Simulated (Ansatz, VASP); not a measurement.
## Sn: VASP beside Ansatz

```
CELL_PARAMETERS angstrom
0.00000 3.23334 3.23334
3.23334 0.00000 3.23334
3.23334 3.23334 0.00000
ATOMIC_POSITIONS crystal
Sn 0.75000 0.75000 0.75000
Sn 0.50000 0.50000 0.50000
```

Alike in both runs: task relaxation of cell and atoms; functional revPBE; dispersion D3(BJ); k mesh 7 × 7 × 7; occupations fermi-dirac, width 0.05 eV; no spin polarisation.

```csv
,VASP,Ansatz
version,VASP 6.6.1,Ansatz 0.2.0
potentials or method,"VASP PAW PBE potentials, release 64 (Sn_d)",Ansatz PAW
plane-wave cutoff (eV),600,420
valence electrons in the cell,28,28
```

Ansatz gave:

```
relaxed volume (Å³/atom)                                     : 35.21
relaxed cell length with the largest relative difference (Å) : 4.635
```

Which values does VASP return?

Relaxed volume (Å³/atom): 35.18; relaxed cell length with the largest relative difference (Å): 4.634.

VASP's potentials were made for PBE, not for revPBE.

Noted on Ansatz's run: the plane-wave basis is chosen anew once the cell has moved, so the energies of steps on either side of that aren't comparable.
